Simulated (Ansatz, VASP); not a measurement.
# ZnS: VASP beside Ansatz

```xyz
2
Lattice="0.0000 2.6941 2.6941 2.6941 0.0000 2.6941 2.6941 2.6941 0.0000" Properties=species:S:1:pos:R:3 pbc="T T T"
Zn    0.0000    0.0000    0.0000
S     1.3470    1.3470    1.3470
```

Alike in both runs: task single point; functional r2SCAN; k mesh 6 × 6 × 6; no spin polarisation.

```csv
,VASP,Ansatz
version,VASP 6.6.1,Ansatz 0.2.0
potentials or method,"VASP PAW PBE potentials, release 64 (Zn, S)",plane waves
plane-wave cutoff (eV),550,500
occupations,"gaussian, width 0.01 eV",fixed
valence electrons in the cell,18,18
```

Ansatz gave:

```
gap on the k mesh at the Fermi level (eV) : 2.70
pressure (GPa)                            : 0.1
```

Question: Which values does VASP return?

Answer: gap on the k mesh at the Fermi level (eV): 2.72; pressure (GPa): 0.0.

VASP's potentials were made for PBE, not for r2SCAN.
